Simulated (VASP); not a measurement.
# MnF2 (P4_2/mnm) in VASP: a series of runs

Runs on MnF2. Level: PBEsol. Tasks: single point.

Program: VASP 6.6.1. These are calculated values, not measurements. Logs are shortened: lines on timing, memory, paths and dates and some standing lists are left out, and cuts for length are marked.

## Step 1: The cell of the first run

It takes space group P4_2/mnm (No. 136, tetragonal). Conventional cell: a = 4.841 Å, b = 4.841 Å, c = 3.288 Å, α = 90.00°, β = 90.00°, γ = 90.00°. Within 2.8 Å of Mn (site symmetry mmm) lie 6 F at 2.09 to 2.12 Å. Within 2.8 Å of F (site symmetry m2m) lie 3 Mn at 2.09 to 2.12 Å and 1 F at 2.67 Å.

## Step 2: Single point, PBEsol, collinear spin, ferromagnetic start

INCAR

```
ALGO = Normal ; EDIFF = 1E-6
ENCUT = 520 ; GGA = PS
ISIF = 2 ; ISMEAR = -1
ISPIN = 2 ; LASPH = T
LCHARG = F ; LMAXMIX = 4
LORBIT = 11 ; LREAL = F
LWAVE = F ; MAGMOM = 4 4 0 0 0 0
NBANDS = 40 ; NELM = 150
PREC = Accurate ; SIGMA = 0.05
```

KPOINTS

```
k-points
0
Gamma
  5 5 7
```

POSCAR

```
MnF2
1.0
    4.8410889473      0.0000000000      0.0000000000
    0.0000000000      4.8410889473      0.0000000000
    0.0000000000      0.0000000000      3.2884798674
Mn F
2 4
Direct
    0.5000000000      0.5000000000      0.5000000000
    0.0000000000      0.0000000000      0.0000000000
    0.8053000000      0.1947000000      0.5000000000
    0.6947000000      0.6947000000      0.0000000000
    0.1947000000      0.8053000000      0.5000000000
    0.3053000000      0.3053000000      0.0000000000
```

Potentials or basis: VASP PAW PBE potentials, release 64 (Mn_pv, F).

The run is started by

```sh
$ cat potpaw_PBE.64/Mn_pv/POTCAR potpaw_PBE.64/F/POTCAR > POTCAR
$ mpirun -np 1 vasp_std > vasp.out
```

OUTCAR:

```text
EDIFF = 1E-6
   ENCUT = 520
   GGA = PS
   ISIF = 2
   ISMEAR = -1
   ISPIN = 2
   LASPH = T
   LORBIT = 11
   LREAL = F
   NELM = 150
   PREC = Accurate

 ion  position               nearest neighbor table
   1  0.500  0.500  0.500-   3 2.09   5 2.09   4 2.12   6 2.12   4 2.12   6 2.12
   2  0.000  0.000  0.000-   4 2.09   6 2.09   5 2.12   3 2.12   3 2.12   5 2.12
   3  0.805  0.195  0.500-   1 2.09   2 2.12   2 2.12
   4  0.695  0.695  0.000-   2 2.09   1 2.12   1 2.12
   5  0.195  0.805  0.500-   1 2.09   2 2.12   2 2.12
   6  0.305  0.305  0.000-   2 2.09   1 2.12   1 2.12

  LATTYP: Found a simple tetragonal cell.
 ALAT       =     4.8410889473
 C/A-ratio  =     0.6792851574

  Lattice vectors:

 A1 = (   4.8410889473,   0.0000000000,   0.0000000000)
 A2 = (   0.0000000000,   4.8410889473,   0.0000000000)
 A3 = (   0.0000000000,   0.0000000000,   3.2884798674)

Analysis of symmetry for initial positions (statically):
=====================================================================
 Subroutine PRICEL returns:
 Original cell was already a primitive cell.

 Routine SETGRP: Setting up the symmetry group for a
 simple tetragonal supercell.

 Subroutine GETGRP returns: Found 16 space group operations
 (whereof  8 operations were pure point group operations)
 out of a pool of 16 trial point group operations.

The static configuration has the point symmetry D_2h.
 The point group associated with its full space group is D_4h.

Analysis of symmetry for dynamics (positions and initial velocities):
=====================================================================
 Subroutine PRICEL returns:
 Original cell was already a primitive cell.

 Routine SETGRP: Setting up the symmetry group for a
 simple tetragonal supercell.

 Subroutine GETGRP returns: Found 16 space group operations
 (whereof  8 operations were pure point group operations)
 out of a pool of 16 trial point group operations.

The dynamic configuration has the point symmetry D_2h.
 The point group associated with its full space group is D_4h.

Analysis of structural, dynamic, and magnetic symmetry:
=====================================================================
 Subroutine PRICEL returns:
 Original cell was already a primitive cell.

 Routine SETGRP: Setting up the symmetry group for a
 simple tetragonal supercell.

 Subroutine GETGRP returns: Found 16 space group operations
 (whereof  8 operations were pure point group operations)
 out of a pool of 16 trial point group operations.

The overall configuration has the point symmetry D_2h.
 The point group associated with its full space group is D_4h.

 Subroutine INISYM returns: Found 16 space group operations
 (whereof  8 operations are pure point group operations),
 and found     1 'primitive' translations

----------------------------------------------------------------------------------------

                                     Primitive cell

  volume of cell :      77.0693

  direct lattice vectors                    reciprocal lattice vectors
     4.841088947  0.000000000  0.000000000     0.206565095  0.000000000  0.000000000
     0.000000000  4.841088947  0.000000000     0.000000000  0.206565095  0.000000000
     0.000000000  0.000000000  3.288479867     0.000000000  0.000000000  0.304091872

  length of vectors
     4.841088947  4.841088947  3.288479867     0.206565095  0.206565095  0.304091872

  position of ions in fractional coordinates (direct lattice)
     0.500000000  0.500000000  0.500000000
     0.000000000  0.000000000  0.000000000
     0.805300000  0.194700000  0.500000000
     0.694700000  0.694700000  0.000000000
     0.194700000  0.805300000  0.500000000
     0.305300000  0.305300000  0.000000000

  ion indices of the primitive-cell ions
   primitive index   ion index
                 1           1
                 2           2
                 3           3
                 4           4
                 5           5
                 6           6

----------------------------------------------------------------------------------------

 KPOINTS: k-points

Automatic generation of k-mesh.
 Grid dimensions read from file:
 generate k-points for:    5    5    7

 Generating k-lattice:

  Cartesian coordinates                     Fractional coordinates (reciprocal lattice)
     0.041313019  0.000000000  0.000000000     0.200000000  0.000000000  0.000000000
     0.000000000  0.041313019  0.000000000     0.000000000  0.200000000  0.000000000
     0.000000000  0.000000000  0.043441696     0.000000000  0.000000000  0.142857143

  Length of vectors
     0.041313019  0.041313019  0.043441696

  Shift w.r.t. Gamma in fractional coordinates (k-lattice)
     0.000000000  0.000000000  0.000000000

 Subroutine IBZKPT returns following result:
 ===========================================

 Found     24 irreducible k-points:

 Following reciprocal coordinates:
            Coordinates               Weight
  0.000000  0.000000  0.000000      1.000000
  0.200000  0.000000  0.000000      4.000000
  0.400000  0.000000  0.000000      4.000000
  0.200000  0.200000  0.000000      4.000000
  0.400000  0.200000  0.000000      8.000000
  0.400000  0.400000  0.000000      4.000000
[... 16 lines left out ...]
  0.400000  0.200000  0.428571     16.000000
  0.400000  0.400000  0.428571      8.000000
   k-points           NKPTS =     24   k-points in BZ     NKDIM =     24   number of bands    NBANDS=     40
   number of dos      NEDOS =    301   number of ions     NIONS =      6
   total plane-waves  NPLWV =  31104
   dimension x,y,z NGX =    36 NGY =   36 NGZ =   24
   dimension x,y,z NGXF=    72 NGYF=   72 NGZF=   48
   ions per type =               2   4
   NGX,Y,Z   is equivalent  to a cutoff of  12.36, 12.36, 12.13 a.u.
   NGXF,Y,Z  is equivalent  to a cutoff of  24.73, 24.73, 24.27 a.u.
 SYSTEM =  unknown system
   PREC   = accura    normal or accurate (medium, high low for compatibility)
   ISTART =      0    job   : 0-new  1-cont  2-samecut
   ICHARG =      2    charge: 1-file 2-atom 10-const
   ISPIN  =      2    spin polarized calculation?
   LNONCOLLINEAR =      F non collinear calculations
   LSORBIT =      F    spin-orbit coupling
   LASPH  =      T    aspherical Exc in radial PAW
   ENCUT  =  520.0 eV  38.22 Ry    6.18 a.u.   9.00  9.00  6.11*2*pi/ulx,y,z
   NELM   =    150;   NELMIN=  2; NELMDL= -5     # of ELM steps
   EDIFF  = 0.1E-05   stopping-criterion for ELM
   LREAL  =      F    real-space projection
[... 7 lines left out ...]
   TEBEG  =    0.0;   TEEND  =   0.0 temperature during run
   PSTRESS=    0.0 pullay stress
   NELECT =      54.0000    total number of electrons
   NUPDOWN=      -1.0000    fix difference up-down
   EMIN   =  10.00;   EMAX   =-10.00  energy-range for DOS
   EFERMI =   0.00;   METHOD = LEGACY
   ISMEAR =    -1;   SIGMA  =   0.05  broadening in eV -4-tet -1-fermi 0-gaus
   EFERMI_NEDOS =   21; number of points for ismear=-14 and -15
   IALGO  =     38    algorithm
   IMIX   =      4    mixing-type and parameters
     AMIX     =   0.40;   BMIX     =  1.00
     AMIX_MAG =   1.60;   BMIX_MAG =  1.00
  volume/ion in A,a.u.               =      12.84        86.68
  Fermi-wavevector in a.u.,A,eV,Ry     =   1.454049  2.747754 28.766225  2.114258
  Thomas-Fermi vector in A             =   2.571245
   LORBIT       =     11    0 simple, 1 ext, 2 COOP (PROOUT), +10 PAW based schemes
   GGA     = PS    functional components
   LHFCALC =     F    Hartree Fock is set to
   AEXX    =    0.0000 exact exchange contribution
   IVDW    =     0    specifies the selected vdW correction
   LEPSILON=     F    determine dielectric tensor
   LRPA    =     F    only Hartree local field effects (RPA)
 spin polarized calculation
  energy-cutoff  :      520.00
  volume of cell :       77.07
 maximum number of plane-waves:      2100
   NGX = 19   NGY = 19   NGZ = 13

 number of electron      53.9999991 magnetization      10.0000130

 number of electron      53.9999991 magnetization       9.9999936

 Free energy of the ion-electron system (eV)
  ---------------------------------------------------
  ext. energy  EPLUGINS =         0.00000000
  ---------------------------------------------------
  free energy    TOTEN  =       -40.62779084 eV

  energy without entropy =      -40.62778985  energy(sigma->0) =      -40.62779035

 E-fermi :   4.0540     XC(G=0): -10.1137

 val. band max:        3.5936321535   @ k =   0.0000   0.0000   0.0000
 cond. band min:       4.4903945602   @ k =   0.0000   0.0000   0.0000
 fundamental gap:      0.8967624068
 Fermi energy:         4.0540348671

 spin component 1

 k-point     1 :       0.0000    0.0000    0.0000
  band No.  band energies     occupation
      1     -46.5129      1.00000
      2     -46.5129      1.00000
      3     -46.4526      1.00000
      4     -46.4526      1.00000
      5     -46.4467      1.00000
      6     -46.4446      1.00000
[... 997 lines left out ...]
     38      12.5065      0.00000
     39      12.7298      0.00000
 Fermi energy:         4.0540348671

 spin component 2

 k-point     1 :       0.0000    0.0000    0.0000
  band No.  band energies     occupation
      1     -41.6180      1.00000
      2     -41.6180      1.00000
      3     -41.5478      1.00000
      4     -41.5478      1.00000
      5     -41.5376      1.00000
      6     -41.5345      1.00000
[... 997 lines left out ...]
     38      13.2220      0.00000
     39      13.6790      0.00000
 [bands above 39 left out]

------------------------ aborting loop because EDIFF is reached ----------------------------------------

  FORCE on cell =-STRESS in cart. coord.  units (eV):
  Direction    XX          YY          ZZ          XY          YZ          ZX
  --------------------------------------------------------------------------------------
  -------------------------------------------------------------------------------------
  Total        0.6478978      0.6478978      0.7486003     -0.0000000      0.0000000      0.0000000
  in kB       13.4690129     13.4690129     15.5624961     -0.0000000      0.0000000      0.0000000
  external PRESSURE =      14.1668406 kB  Pullay stress =       0.0000000 kB

 VOLUME and BASIS-vectors are now :
 -----------------------------------------------------------------------------
  energy-cutoff  :      520.00
  volume of cell :       77.07
      direct lattice vectors                 reciprocal lattice vectors
     4.841088947  0.000000000  0.000000000     0.206565095  0.000000000  0.000000000
     0.000000000  4.841088947  0.000000000     0.000000000  0.206565095  0.000000000
     0.000000000  0.000000000  3.288479867     0.000000000  0.000000000  0.304091872

 POSITION                                       TOTAL-FORCE (eV/Angst)
 -----------------------------------------------------------------------------------
      2.42054      2.42054      1.64424         0.000000      0.000000      0.000000
      0.00000      0.00000      0.00000         0.000000      0.000000      0.000000
      3.89853      0.94256      1.64424        -0.015499      0.015499      0.000000
      3.36310      3.36310      0.00000         0.015499      0.015499      0.000000
      0.94256      3.89853      1.64424         0.015499     -0.015499     -0.000000
      1.47798      1.47798      0.00000        -0.015499     -0.015499     -0.000000
 -----------------------------------------------------------------------------------
    total drift:                                0.000000      0.000000      0.000000

  FREE ENERGIE OF THE ION-ELECTRON SYSTEM (eV)
  ---------------------------------------------------
  free  energy   TOTEN  =       -40.6277908390 eV

  energy  without entropy=      -40.6277898519  energy(sigma->0) =      -40.62779035

 total charge

# of ion       s       p       d       tot
------------------------------------------
    1        0.172   6.157   4.957  11.285
    2        0.172   6.157   4.957  11.285
    3        1.732   4.356   0.000   6.088
    4        1.732   4.356   0.000   6.088
    5        1.732   4.356   0.000   6.088
    6        1.732   4.356   0.000   6.088
--------------------------------------------------
tot          7.273  29.737   9.914  46.924

 magnetization (x)

# of ion       s       p       d       tot
------------------------------------------
    1        0.025   0.023   4.531   4.578
    2        0.025   0.023   4.531   4.578
    3        0.009   0.081   0.000   0.090
    4        0.009   0.081   0.000   0.090
    5        0.009   0.081   0.000   0.090
    6        0.009   0.081   0.000   0.090
--------------------------------------------------
tot          0.084   0.369   9.061   9.514
```

It took 54 s on 1 thread of Intel Xeon Platinum 8488C (Sapphire Rapids), shared host; peak memory 0.26 GiB.

What came out:

```
Free energy                                           : -40.6278 eV
Pressure                                              : 1.4 GPa
Largest force                                         : 0.022 eV/Å
Band gap on the k mesh                                : 0.90 eV
Net moment                                            : 10.00 μB per cell
Site moments                                          : Mn +4.58; F +0.09 μB
Valence electrons inside the program's atomic spheres : Mn 11.29; F 6.09
```

Forces on the atoms (eV/Å):
```
Mn   0.000  0.000  0.000
Mn   0.000  0.000  0.000
F   -0.015  0.015  0.000
F    0.015  0.015  0.000
F    0.015 -0.015  0.000
F   -0.015 -0.015  0.000
```

Caveat: the PAW data sets were made with another functional, which shifts forces and pressure a little; the run started ferromagnetic, and an antiferromagnetic order may lie lower in energy.

## Step 3: Single point, PBEsol, collinear spin, ferromagnetic start

This run uses another cell than the first one, of 13.11 Å³/atom.

INCAR

```
PREC = Accurate
ENCUT = 520
EDIFF = 1E-6
ISMEAR = -1
SIGMA = 0.05
LREAL = False
LASPH = True
NELM = 150
ALGO = Normal
ISIF = 2
LWAVE = False
LCHARG = False
ISPIN = 2
MAGMOM = 4 4 0 0 0 0
LORBIT = 11
LMAXMIX = 4
GGA = PS
NBANDS = 40
```

KPOINTS

```
regular mesh
0
Gamma
  5 5 7
```

Changes to POSCAR since step 2:

```diff
@@ -2,5 +2,5 @@
 1.0
-    4.8410889473      0.0000000000      0.0000000000
-    0.0000000000      4.8410889473      0.0000000000
-    0.0000000000      0.0000000000      3.2884798674
+    4.8738000000      0.0000000000      0.0000000000
+    0.0000000000      4.8738000000      0.0000000000
+    0.0000000000      0.0000000000      3.3107000000
 Mn F
```

Potentials or basis: VASP PAW PBE potentials, release 64 (Mn_pv, F).

The run is started by

```sh
$ cat potpaw_PBE.64/Mn_pv/POTCAR potpaw_PBE.64/F/POTCAR > POTCAR
$ mpirun -np 1 vasp_std > vasp.out
```

OUTCAR:

```text
PREC = Accurate
   ENCUT = 520
   EDIFF = 1E-6
   ISMEAR = -1
   LREAL = False
   LASPH = True
   NELM = 150
   ISIF = 2
   ISPIN = 2
   LORBIT = 11
   GGA = PS

 ion  position               nearest neighbor table
   1  0.500  0.500  0.500-   3 2.10   5 2.10   4 2.13   6 2.13   4 2.13   6 2.13
   2  0.000  0.000  0.000-   4 2.10   6 2.10   5 2.13   3 2.13   3 2.13   5 2.13
   3  0.805  0.195  0.500-   1 2.10   2 2.13   2 2.13
   4  0.695  0.695  0.000-   2 2.10   1 2.13   1 2.13
   5  0.195  0.805  0.500-   1 2.10   2 2.13   2 2.13
   6  0.305  0.305  0.000-   2 2.10   1 2.13   1 2.13

  LATTYP: Found a simple tetragonal cell.
 ALAT       =     4.8738000000
 C/A-ratio  =     0.6792851574
[... 2256 lines left out ...]
      2.43690      2.43690      1.65535        -0.000000      0.000000      0.000000
      0.00000      0.00000      0.00000        -0.000000      0.000000      0.000000
      3.92487      0.94893      1.65535         0.001153     -0.001153      0.000000
      3.38583      3.38583      0.00000        -0.001153     -0.001153      0.000000
      0.94893      3.92487      1.65535        -0.001153      0.001153     -0.000000
      1.48797      1.48797      0.00000         0.001153      0.001153     -0.000000
 -----------------------------------------------------------------------------------
    total drift:                                0.000000      0.000000      0.000000

  FREE ENERGIE OF THE ION-ELECTRON SYSTEM (eV)
  ---------------------------------------------------
  free  energy   TOTEN  =       -40.6354179394 eV

  energy  without entropy=      -40.6354172313  energy(sigma->0) =      -40.63541759

 total charge

# of ion       s       p       d       tot
------------------------------------------
    1        0.168   6.150   4.947  11.264
    2        0.168   6.150   4.947  11.264
    3        1.732   4.351   0.000   6.083
    4        1.732   4.351   0.000   6.083
    5        1.732   4.351   0.000   6.083
    6        1.732   4.351   0.000   6.083
--------------------------------------------------
tot          7.264  29.705   9.894  46.862

 magnetization (x)

# of ion       s       p       d       tot
------------------------------------------
    1        0.024   0.022   4.535   4.582
    2        0.024   0.022   4.535   4.582
    3        0.009   0.078   0.000   0.087
    4        0.009   0.078   0.000   0.087
    5        0.009   0.078   0.000   0.087
    6        0.009   0.078   0.000   0.087
--------------------------------------------------
tot          0.083   0.358   9.070   9.511
```

OSZICAR:

```text
N       E                     dE             d eps       ncg     rms          rms(c)
DAV:   1     0.670829937013E+03    0.67083E+03   -0.29932E+04  3912   0.153E+03
DAV:   2     0.159186383770E+02   -0.65491E+03   -0.61128E+03  4072   0.461E+02
DAV:   3    -0.427553501433E+02   -0.58674E+02   -0.57914E+02  4416   0.150E+02
DAV:   4    -0.436629875044E+02   -0.90764E+00   -0.90696E+00  4072   0.204E+01
DAV:   5    -0.436736399635E+02   -0.10652E-01   -0.10652E-01  4376   0.221E+00    0.210E+01
DAV:   6    -0.406298138671E+02    0.30438E+01   -0.15513E+01  4472   0.318E+01    0.171E+01
DAV:   7    -0.406461322753E+02   -0.16318E-01   -0.13020E+00  3904   0.929E+00    0.113E+01
DAV:   8    -0.406196196251E+02    0.26513E-01   -0.14675E-01  4192   0.307E+00    0.578E+00
DAV:   9    -0.406341645622E+02   -0.14545E-01   -0.31602E-02  4080   0.173E+00    0.839E-01
DAV:  10    -0.406347610569E+02   -0.59649E-03   -0.89190E-03  4272   0.603E-01    0.157E-01
DAV:  11    -0.406351610607E+02   -0.40000E-03   -0.54533E-04  4088   0.144E-01    0.929E-02
DAV:  12    -0.406353721151E+02   -0.21105E-03   -0.69615E-05  4056   0.547E-02    0.312E-02
DAV:  13    -0.406354163506E+02   -0.44235E-04   -0.22028E-05  4072   0.310E-02    0.154E-02
DAV:  14    -0.406354175662E+02   -0.12156E-05   -0.22582E-06  3688   0.921E-03    0.703E-03
DAV:  15    -0.406354179394E+02   -0.37315E-06   -0.10627E-06  2528   0.649E-03
   1 F= -.40635418E+02 E0= -.40635418E+02  d E =-.708067E-06  mag=    10.0000
```

It took 62 s on 1 thread of Intel Xeon Platinum 8488C (Sapphire Rapids), shared host; peak memory 0.27 GiB.

What came out:

| Property | Result |
| --- | --- |
| Free energy | -40.6354 eV |
| Pressure | -0.6 GPa |
| Band gap on the k mesh | 0.94 eV |
| Net moment | 10.00 μB per cell |
| Site moments | Mn +4.58; F +0.09 μB |
| Valence electrons inside the program's atomic spheres | Mn 11.26; F 6.08 |

Stress tensor (GPa, compression positive):
```
-0.54  0.00  0.00
 0.00 -0.54  0.00
 0.00  0.00 -0.83
```

Caveat: the PAW data sets were made with another functional, which shifts forces and pressure a little; the run started ferromagnetic, and an antiferromagnetic order may lie lower in energy.
